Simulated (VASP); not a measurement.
The system is ZrS2.

```
Zr S
1.0
     3.63000    0.00000    0.00000
    -1.81500    3.14367    0.00000
     0.00000    0.00000    5.85000
Zr S
1 2
Direct
  0.00000 0.00000 0.00000
  0.33333 0.66667 0.24920
  0.66667 0.33333 0.75080
```

| Item | Value |
| --- | --- |
| Program | VASP 6.6.1 |
| Task | relaxation of cell and atoms |
| Functional | r2SCAN |
| Potentials or basis | VASP PAW PBE potentials, release 64 (Zr_sv, S) |
| Cutoff | 550 eV |
| k mesh | 12 × 12 × 6 |
| Occupations | gaussian, width 0.02 eV |
| Spin | no spin polarisation |

At the start: pressure 2.7 GPa; volume 22.25 Å³/atom.

Where does the relaxation end?

Over 15 steps the energy falls by 10.6 meV/atom and the volume is 23.93 Å³/atom (+7.5 %); space group P-3m1 (No. 164, to 0.1 Å) before and after.

Step by step:
| step | energy change (eV) | largest force (eV/Å) | pressure (GPa) | volume (Å³) |
| --- | --- | --- | --- | --- |
| 1 | 0.0000 | 0.0102 | 2.65 | 66.76 |
| 2 | 0.0003 | 0.5518 | -2.65 | 70.37 |
| 3 | -0.0156 | 0.2792 | -0.12 | 68.52 |
| 4 | -0.0214 | 0.1604 | 0.01 | 68.84 |
| 5 | -0.0229 | 0.0547 | 0.12 | 69.13 |
| 6 | -0.0250 | 0.0410 | 0.13 | 69.43 |
| 7 | -0.0294 | 0.0008 | 0.17 | 70.30 |
| 8 | -0.0311 | 0.0762 | 0.38 | 72.05 |
| 9 | -0.0236 | 0.2263 | -1.68 | 74.00 |
| 10 | -0.0314 | 0.0236 | 0.02 | 72.38 |
| 11 | -0.0315 | 0.0134 | 0.00 | 72.28 |
| 12 | -0.0316 | 0.0119 | -0.04 | 72.05 |
| 13 | -0.0316 | 0.0055 | 0.01 | 71.95 |
| 14 | -0.0316 | 0.0034 | 0.07 | 71.82 |
| 15 | -0.0317 | 0.0012 | 0.02 | 71.79 |

Final structure:
```cif
data_structure
_symmetry_space_group_name_H-M 'P 1'
_symmetry_Int_Tables_number 1
_cell_length_a 3.6889
_cell_length_b 3.6889
_cell_length_c 6.0914
_cell_angle_alpha 90.000
_cell_angle_beta 90.000
_cell_angle_gamma 120.000
_cell_volume 71.79
loop_
_atom_site_label
_atom_site_type_symbol
_atom_site_fract_x
_atom_site_fract_y
_atom_site_fract_z
_atom_site_occupancy
Zr1 Zr 0.00000 0.00000 0.00000 1
S1 S 0.33333 0.66667 0.23604 1
S2 S 0.66667 0.33333 0.76396 1
```

Caveat: the PAW data sets were made with another functional, which shifts forces and pressure a little.
